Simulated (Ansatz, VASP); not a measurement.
# Two plane-wave programs on PbSe

Contents of POSCAR:

```
PbSe
1.0
    5.1741302537      0.0000000000      0.0000000000
   -2.5870651268      4.4809282423      0.0000000000
    0.0000000000      0.0000000000      6.2132838629
Pb Se
2 2
Direct
    0.3333333333      0.6666666667      0.2500000000
    0.6666666667      0.3333333333      0.7500000000
    0.6666666667      0.3333333333      0.2500000000
    0.3333333333      0.6666666667      0.7500000000
```

File INCAR.step1:

```
  PREC = Accurate
  ENCUT = 520
  ISMEAR = 0
  SIGMA = 0.05
  LREAL = False
  LASPH = True
  NELM = 80
  NBANDS = 28
  GGA = PE
  ALGO = Normal
  EDIFF = 1E-4
  LWAVE = True
  LCHARG = False
```

INCAR.step2

```
  PREC = Accurate
  ENCUT = 520
  EDIFF = 1E-6
  ISMEAR = 0
  SIGMA = 0.05
  LREAL = False
  LASPH = True
  NELM = 80
  ALGO = Normal
  ISIF = 2
  LWAVE = False
  LCHARG = True
  METAGGA = R2SCAN
  LMIXTAU = True
  LELF = True
  LVHAR = True
  NBANDS = 28
  ISTART = 1
```

Contents of KPOINTS:

```
regular mesh
0
Gamma
  6 6 4
```

Input for Ansatz:

```yaml
crystal:
  lattice:
    - [5.1741302537, 0.0, 0.0]
    - [-2.5870651268, 4.4809282423, 0.0]
    - [0.0, 0.0, 6.2132838629]
  atoms:
    - { symbol: Pb, position: [0.3333333333, 0.6666666667, 0.25] }
    - { symbol: Pb, position: [0.6666666667, 0.3333333333, 0.75] }
    - { symbol: Se, position: [0.6666666667, 0.3333333333, 0.25] }
    - { symbol: Se, position: [0.3333333333, 0.6666666667, 0.75] }
kpoints:
  mp_grid: { grid: [6, 6, 4] }
hamiltonian:
  xc: r2scan
scf:
  occupations: { method: gaussian, width: 0.05 }
  n_extra_bands: 5
output:
  forces: true
  stress: true
  eigenvalues: true
```

Alike in both runs: task single point; functional r2SCAN; k mesh 6 × 6 × 4; occupations gaussian, width 0.05 eV; no spin polarisation.

|  | VASP | Ansatz |
| --- | --- | --- |
| version | VASP 6.6.1 | Ansatz 0.2.0 |
| potentials or method | VASP PAW PBE potentials, release 64 (Pb_d, Se) | plane waves |
| plane-wave cutoff (eV) | 520 | 500 |
| valence electrons in the cell | 40 | 60 |

|  | VASP | Ansatz | Ansatz less VASP |
| --- | --- | --- | --- |
| gap on the k mesh at the Fermi level (eV) | 1.48 | 1.48 | -0.002 |
| pressure (GPa) | 0.0 | 0.0 | -0.01 |

VASP's potentials were made for PBE, not for r2SCAN. VASP's potentials hold 40 valence electrons a cell and Ansatz's 60, so a difference there can come from the potentials and not from the codes.

Spin-orbit coupling is off throughout.
